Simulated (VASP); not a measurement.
Set up this calculation in VASP 6.6.1, as the native input.

```yaml
Task: single point
Functional: PBEsol
Potentials_or_basis: VASP PAW PBE potentials, release 64 (Cd, Te)
Cutoff: 520 eV
k_mesh: 8 × 8 × 8
Occupations: gaussian, width 0.05 eV
Spin: no spin polarisation
Dipole_correction: no
Further_INCAR_settings: ALGO = Normal; EDIFF = 1e-06; NBANDS = 16
```

The structure of CdTe lies in POSCAR:

```
CdTe
1.0
    0.0000000000      3.1088500000      3.3011500000
    3.1088500000      0.0000000000      3.3011500000
    3.1088500000      3.1088500000      0.0000000000
Cd Te
1 1
Direct
    0.0000000000      0.0000000000      0.0000000000
    0.7500000000      0.7500000000      0.7500000000
```

This cell differs from its parent crystal: strain -0.030 along x and y, +0.030 along z.

These files were run (other wordings do the same):

INCAR

```
SYSTEM = CdTe
ALGO = Normal
EDIFF = 1E-6
ENCUT = 520
GGA = PS
ISIF = 2
ISMEAR = 0
LASPH = .True.
LCHARG = .True.
LELF = .True.
LREAL = .False.
LVHAR = .True.
LWAVE = .False.
NBANDS = 16
NELM = 60
PREC = Accurate
SIGMA = 0.05
```

KPOINTS

```
k-points
0
Gamma
  8 8 8
  0 0 0
```

Potentials or basis: VASP PAW PBE potentials, release 64 (Cd, Te).

Launch:

```console
$ cat potpaw_PBE.64/Cd/POTCAR potpaw_PBE.64/Te/POTCAR > POTCAR
$ mpirun -np 1 vasp_std > vasp.out
```

It gave:

| Quantity | Value |
| --- | --- |
| Pressure | 3.5 GPa |
| Band gap on the k mesh | 0.77 eV, direct |

Caveat: the cell differs from its parent crystal (strain -0.030 along x and y, +0.030 along z); the PAW data sets were made with another functional, which shifts forces and pressure a little; spin-orbit coupling is left out, which moves the levels of the heavy elements.

Wall time 24 s on 1 thread of Intel(R) Xeon(R) 6975P-C (Granite Rapids), with other jobs on the host, peak memory 0.23 GiB.
